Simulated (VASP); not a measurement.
# GaN (Fm-3m) in VASP: single point with LDA

Aim: the single point of GaN with LDA.

Everything below comes from runs of VASP 6.6.1. Logs are shortened: lines on timing, memory, paths and dates and some standing lists are left out, and cuts for length are marked.

## Step 1: The cell of the first run

Symmetry: Fm-3m, No. 225, cubic system. The conventional cell has a = 4.270 Å, b = 4.270 Å, c = 4.270 Å, α = 90.00°, β = 90.00°, γ = 90.00°. Ga (site symmetry m-3m) has 6 N at 2.14 Å within 2.8 Å. N (site symmetry m-3m) has 6 Ga at 2.14 Å within 2.8 Å.

## Step 2: Single point, LDA

INCAR

```
SYSTEM = GaN
PREC = Accurate
ENCUT = 520
EDIFF = 1E-7
ISMEAR = 0
SIGMA = 0.01
LREAL = .FALSE.
LASPH = .TRUE.
NELM = 60
ALGO = Normal
ISIF = 2
LWAVE = .FALSE.
LCHARG = .FALSE.
GGA = CA
NBANDS = 16
```

KPOINTS

```
regular mesh
0
G
  4 4 4
  0 0 0
```

POSCAR

```
GaN
1.0
    0.0000000000      2.1352350000      2.1352350000
    2.1352350000      0.0000000000      2.1352350000
    2.1352350000      2.1352350000      0.0000000000
Ga N
1 1
Direct
    0.0000000000      0.0000000000      0.0000000000
    0.5000000000      0.5000000000      0.5000000000
```

Potentials or basis: VASP PAW LDA potentials, release 64 (Ga_d, N).

Launch:

```sh
$ cat potpaw_LDA.64/Ga_d/POTCAR potpaw_LDA.64/N/POTCAR > POTCAR
$ mpirun -np 1 vasp_std > vasp.out
```

OUTCAR:

```text
SYSTEM = GaN
   PREC = Accurate
   ENCUT = 520
   EDIFF = 1E-7
   ISMEAR = 0
   LREAL = .FALSE.
   LASPH = .TRUE.
   NELM = 60
   ISIF = 2
   GGA = CA

 ion  position               nearest neighbor table
   1  0.000  0.000  0.000-   2 2.14   2 2.14   2 2.14   2 2.14   2 2.14   2 2.14
   2  0.500  0.500  0.500-   1 2.14   1 2.14   1 2.14   1 2.14   1 2.14   1 2.14

  LATTYP: Found a face centered cubic cell.
 ALAT       =     4.2704700000

  Lattice vectors:

 A1 = (   0.0000000000,   2.1352350000,   2.1352350000)
 A2 = (   2.1352350000,   0.0000000000,   2.1352350000)
 A3 = (   2.1352350000,   2.1352350000,   0.0000000000)

Analysis of symmetry for initial positions (statically):
=====================================================================
 Subroutine PRICEL returns:
 Original cell was already a primitive cell.

 Routine SETGRP: Setting up the symmetry group for a
 face centered cubic supercell.

 Subroutine GETGRP returns: Found 48 space group operations
[... 9 lines left out ...]

 Routine SETGRP: Setting up the symmetry group for a
 face centered cubic supercell.

 Subroutine GETGRP returns: Found 48 space group operations
[... 11 lines left out ...]
                                     Primitive cell

  volume of cell :      19.4700

  direct lattice vectors                    reciprocal lattice vectors
     0.000000000  2.135235000  2.135235000    -0.234166263  0.234166263  0.234166263
     2.135235000  0.000000000  2.135235000     0.234166263 -0.234166263  0.234166263
     2.135235000  2.135235000  0.000000000     0.234166263  0.234166263 -0.234166263

  length of vectors
     3.019678296  3.019678296  3.019678296     0.405587864  0.405587864  0.405587864

  position of ions in fractional coordinates (direct lattice)
     0.000000000  0.000000000  0.000000000
     0.500000000  0.500000000  0.500000000

  ion indices of the primitive-cell ions
   primitive index   ion index
                 1           1
                 2           2

----------------------------------------------------------------------------------------

 KPOINTS: regular mesh

Automatic generation of k-mesh.
 Grid dimensions read from file:
 generate k-points for:    4    4    4

 Generating k-lattice:

  Cartesian coordinates                     Fractional coordinates (reciprocal lattice)
    -0.058541566  0.058541566  0.058541566     0.250000000  0.000000000  0.000000000
     0.058541566 -0.058541566  0.058541566     0.000000000  0.250000000  0.000000000
     0.058541566  0.058541566 -0.058541566     0.000000000  0.000000000  0.250000000

  Length of vectors
     0.101396966  0.101396966  0.101396966

  Shift w.r.t. Gamma in fractional coordinates (k-lattice)
     0.000000000  0.000000000  0.000000000

 Subroutine IBZKPT returns following result:
 ===========================================

 Found      8 irreducible k-points:

 Following reciprocal coordinates:
            Coordinates               Weight
  0.000000  0.000000  0.000000      1.000000
  0.250000  0.000000  0.000000      8.000000
  0.500000  0.000000  0.000000      4.000000
  0.250000  0.250000  0.000000      6.000000
  0.500000  0.250000  0.000000     24.000000
 -0.250000  0.250000  0.000000     12.000000
  0.500000  0.500000  0.000000      3.000000
 -0.250000  0.500000  0.250000      6.000000
   k-points           NKPTS =      8   k-points in BZ     NKDIM =      8   number of bands    NBANDS=     16
   number of dos      NEDOS =    301   number of ions     NIONS =      2
   total plane-waves  NPLWV =  13824
   dimension x,y,z NGX =    24 NGY =   24 NGZ =   24
   dimension x,y,z NGXF=    48 NGYF=   48 NGZF=   48
   ions per type =               1   1
   NGX,Y,Z   is equivalent  to a cutoff of  13.21, 13.21, 13.21 a.u.
   NGXF,Y,Z  is equivalent  to a cutoff of  26.43, 26.43, 26.43 a.u.
 SYSTEM =  GaN
   PREC   = accura    normal or accurate (medium, high low for compatibility)
   ISTART =      0    job   : 0-new  1-cont  2-samecut
   ICHARG =      2    charge: 1-file 2-atom 10-const
   ISPIN  =      1    spin polarized calculation?
   LNONCOLLINEAR =      F non collinear calculations
   LSORBIT =      F    spin-orbit coupling
   LASPH  =      T    aspherical Exc in radial PAW
   ENCUT  =  520.0 eV  38.22 Ry    6.18 a.u.   5.61  5.61  5.61*2*pi/ulx,y,z
   NELM   =     60;   NELMIN=  2; NELMDL= -5     # of ELM steps
   EDIFF  = 0.1E-06   stopping-criterion for ELM
   LREAL  =      F    real-space projection
   EDIFFG = 0.1E-05   stopping-criterion for IOM
   NSW    =      0    number of steps for IOM
   IBRION =     -1    ionic relax: 0-MD 1-quasi-New 2-CG
   NFREE  =      0    steps in history (QN), initial steepest desc. (CG)
   ISIF   =      2    stress and relaxation
   ISYM   =      2    0-nonsym 1-usesym 2-fastsym
   POTIM  = 0.5000    time-step for ionic-motion
   TEBEG  =    0.0;   TEEND  =   0.0 temperature during run
   PSTRESS=    0.0 pullay stress
   NELECT =      18.0000    total number of electrons
   NUPDOWN=      -1.0000    fix difference up-down
   EMIN   =  10.00;   EMAX   =-10.00  energy-range for DOS
   EFERMI =   0.00;   METHOD = LEGACY
   ISMEAR =     0;   SIGMA  =   0.01  broadening in eV -4-tet -1-fermi 0-gaus
   EFERMI_NEDOS =   21; number of points for ismear=-14 and -15
   IALGO  =     38    algorithm
   IMIX   =      4    mixing-type and parameters
     AMIX     =   0.40;   BMIX     =  1.00
     AMIX_MAG =   1.60;   BMIX_MAG =  1.00
  volume/ion in A,a.u.               =       9.74        65.70
  Fermi-wavevector in a.u.,A,eV,Ry     =   1.594814  3.013761 34.605481  2.543431
  Thomas-Fermi vector in A             =   2.692830
   LORBIT       =      0    0 simple, 1 ext, 2 COOP (PROOUT), +10 PAW based schemes
   GGA     = CA    functional components
   LHFCALC =     F    Hartree Fock is set to
   AEXX    =    0.0000 exact exchange contribution
   IVDW    =     0    specifies the selected vdW correction
   LEPSILON=     F    determine dielectric tensor
   LRPA    =     F    only Hartree local field effects (RPA)
 non-spin polarized calculation
 Gauss-broadening in eV      SIGMA  =   0.01
  energy-cutoff  :      520.00
  volume of cell :       19.47
 maximum number of plane-waves:       544
 NGX is ok and might be reduce to    24
   NGX = 11   NGY = 11   NGZ = 11

 number of electron      18.0000005 magnetization

 Free energy of the ion-electron system (eV)
  ---------------------------------------------------
  ext. energy  EPLUGINS =         0.00000000
  ---------------------------------------------------
  free energy    TOTEN  =       -12.89178325 eV

  energy without entropy =      -12.89178325  energy(sigma->0) =      -12.89178325

 E-fermi :   7.2877     XC(G=0): -13.2964

 val. band max:        7.2119512369   @ k =   0.5000   0.0000   0.0000
 cond. band min:       7.5081611513   @ k =   0.5000   0.5000   0.0000
 fundamental gap:      0.2962099143
 Fermi energy:         7.2877496480

 k-point     1 :       0.0000    0.0000    0.0000
  band No.  band energies     occupation
      1      -9.5480      2.00000
      2      -6.8651      2.00000
      3      -6.8651      2.00000
      4      -6.8651      2.00000
      5      -6.7734      2.00000
      6      -6.7734      2.00000
[... 8 lines left out ...]
     15      22.3723      0.00000
     16      22.3723      0.00000

 k-point     2 :       0.2500    0.0000    0.0000
  band No.  band energies     occupation
      1      -8.4036      2.00000
      2      -6.9002      2.00000
      3      -6.9002      2.00000
      4      -6.8919      2.00000
      5      -6.7466      2.00000
      6      -6.7466      2.00000
[... 8 lines left out ...]
     15      24.7793      0.00000
     16      24.7793      0.00000

 k-point     3 :       0.5000    0.0000    0.0000
  band No.  band energies     occupation
      1      -7.0378      2.00000
      2      -6.9986      2.00000
      3      -6.9986      2.00000
      4      -6.6533      2.00000
      5      -6.6533      2.00000
      6      -6.4061      2.00000
[... 8 lines left out ...]
     15      29.8509      0.00000
     16      29.8509      0.00000

 k-point     4 :       0.2500    0.2500    0.0000
  band No.  band energies     occupation
      1      -8.3865      2.00000
      2      -6.9480      2.00000
      3      -6.7495      2.00000
      4      -6.7495      2.00000
      5      -6.7222      2.00000
      6      -6.5711      2.00000
[... 8 lines left out ...]
     15      30.0395      0.00000
     16      30.0958      0.00000

 k-point     5 :       0.5000    0.2500    0.0000
  band No.  band energies     occupation
      1      -7.8921      2.00000
      2      -6.9530      2.00000
      3      -6.8353      2.00000
      4      -6.7592      2.00000
      5      -6.6356      2.00000
      6      -4.9466      2.00000
[... 8 lines left out ...]
     15      30.0616      0.00000
     16      30.8060      0.00000

 k-point     6 :      -0.2500    0.2500    0.0000
  band No.  band energies     occupation
      1      -7.6609      2.00000
      2      -6.9222      2.00000
      3      -6.9056      2.00000
      4      -6.8744      2.00000
      5      -6.7249      2.00000
      6      -5.8240      2.00000
[... 8 lines left out ...]
     15      26.9640      0.00000
     16      27.3261      0.00000

 k-point     7 :       0.5000    0.5000    0.0000
  band No.  band energies     occupation
      1      -8.2956      2.00000
      2      -7.0318      2.00000
      3      -6.6709      2.00000
      4      -6.6043      2.00000
      5      -6.6043      2.00000
      6      -3.5927      2.00000
[... 8 lines left out ...]
     15      34.0618      0.00000
     16      34.7663      0.00000

 k-point     8 :      -0.2500    0.5000    0.2500
  band No.  band energies     occupation
      1      -7.9907      2.00000
      2      -6.8547      2.00000
      3      -6.8547      2.00000
      4      -6.8355      2.00000
      5      -6.6042      2.00000
      6      -3.7826      2.00000
[... 8 lines left out ...]
     15      25.3521      0.00000
     16      34.3393      0.00000

------------------------ aborting loop because EDIFF is reached ----------------------------------------

  FORCE on cell =-STRESS in cart. coord.  units (eV):
  Direction    XX          YY          ZZ          XY          YZ          ZX
  --------------------------------------------------------------------------------------
  -------------------------------------------------------------------------------------
  Total       -1.6305317     -1.6305317     -1.6305317     -0.0000000      0.0000000     -0.0000000
  in kB     -134.1753657   -134.1753657   -134.1753657     -0.0000000      0.0000000     -0.0000000
  external PRESSURE =    -134.1753657 kB  Pullay stress =       0.0000000 kB

 VOLUME and BASIS-vectors are now :
 -----------------------------------------------------------------------------
  energy-cutoff  :      520.00
  volume of cell :       19.47
      direct lattice vectors                 reciprocal lattice vectors
     0.000000000  2.135235000  2.135235000    -0.234166263  0.234166263  0.234166263
     2.135235000  0.000000000  2.135235000     0.234166263 -0.234166263  0.234166263
     2.135235000  2.135235000  0.000000000     0.234166263  0.234166263 -0.234166263

 POSITION                                       TOTAL-FORCE (eV/Angst)
 -----------------------------------------------------------------------------------
      0.00000      0.00000      0.00000         0.000000     -0.000000     -0.000000
      2.13524      2.13524      2.13524        -0.000000      0.000000      0.000000
 -----------------------------------------------------------------------------------
    total drift:                                0.000000     -0.000000     -0.000000

  FREE ENERGIE OF THE ION-ELECTRON SYSTEM (eV)
  ---------------------------------------------------
  free  energy   TOTEN  =       -12.8917832481 eV

  energy  without entropy=      -12.8917832481  energy(sigma->0) =      -12.89178325
```

Run time: 3.3 s. Hardware: 1 thread of Intel Xeon Platinum 8488C (Sapphire Rapids), shared host; peak memory 0.13 GiB.

What came out:

```yaml
Free_energy: -12.8918 eV
Pressure: -13.4 GPa
Band_gap_on_the_k_mesh: 0.30 eV, indirect (least direct gap 2.40 eV)
```

Caveat: the k points lie up to 0.64 Å⁻¹ apart. A k mesh can miss the band edges.
